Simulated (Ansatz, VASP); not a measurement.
## Sb in VASP and in Ansatz

```xyz
2
Lattice="2.1706 1.2532 3.8711 -2.1706 1.2532 3.8711 0.0000 -2.5064 3.8711" Properties=species:S:1:pos:R:3 pbc="T T T"
Sb    0.0000    0.0000    2.6862
Sb    0.0000    0.0000    8.9271
```

Alike in both runs: task single point; functional r2SCAN; k mesh 9 × 9 × 9; occupations fermi-dirac, width 1 eV; no spin polarisation.

|  | VASP | Ansatz |
| --- | --- | --- |
| version | VASP 6.6.1 | Ansatz 0.2.0 |
| potentials or method | VASP PAW PBE potentials, release 64 (Sb), cutoff 520 eV | plane waves (500 eV) with PAW, scalar-relativistic |
| valence electrons in the cell | 10 | 30 |

```tsv
	VASP	Ansatz	Ansatz less VASP
pressure (GPa)	3.9	3.8	-0.10
traceless stress, the component that is largest in VASP (GPa)	-0.77	-0.73	+0.043
```

VASP's potentials were made for PBE, not for r2SCAN. With one functional, cell and mesh, what is left measures potentials, basis and numerics. VASP's potentials hold 10 valence electrons a cell and Ansatz's 30, so a difference there can come from the potentials and not from the codes.

Neither program's run includes spin-orbit coupling.
